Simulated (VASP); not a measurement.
SnSe, 2 atoms in the cell. Symmetry: Fm-3m, No. 225, cubic system. The conventional cell has a = 6.020 Å, b = 6.020 Å, c = 6.020 Å, α = 90.00°, β = 90.00°, γ = 90.00°. Sn (site symmetry m-3m) has 6 Se at 3.01 Å within 4.0 Å. Within 4.0 Å of Se (site symmetry m-3m) lie 6 Sn at 3.01 Å. 

| Item | Value |
| --- | --- |
| Program | VASP 6.6.1 |
| Task | single point |
| Functional | r2SCAN0 |
| Potentials or basis | VASP PAW PBE potentials, release 64 (Sn_d, Se) |
| Cutoff | 520 eV |
| k mesh | 4 × 4 × 4 |
| Occupations | gaussian, width 0.05 eV |
| Spin | no spin polarisation |
| Dipole correction | no |
| Grid for exact exchange (PRECFOCK) | Normal |
| Further INCAR settings | ALGO = Normal; EDIFF = 1e-07; NBANDS = 17 |
| Share of exact exchange | 0.25 |

Potentials or basis: VASP PAW PBE potentials, release 64 (Sn_d, Se).

Run with:

```sh
$ cat potpaw_PBE.64/Sn_d/POTCAR potpaw_PBE.64/Se/POTCAR > POTCAR
$ cp INCAR.step1 INCAR
$ mpirun -np 1 vasp_std > vasp.out
$ cp INCAR.step2 INCAR
$ mpirun -np 1 vasp_std > vasp.out
```

Hardware: 1 thread of AMD EPYC 7R43 64-Core Processor (Zen 3), with other jobs on the host.

Problem. How long does it take, and how much memory?

Solution. Run time: 17 min on 1 thread of AMD EPYC 7R43 64-Core Processor (Zen 3), on a shared host, peak memory 0.16 GiB. Counts: k points 8.
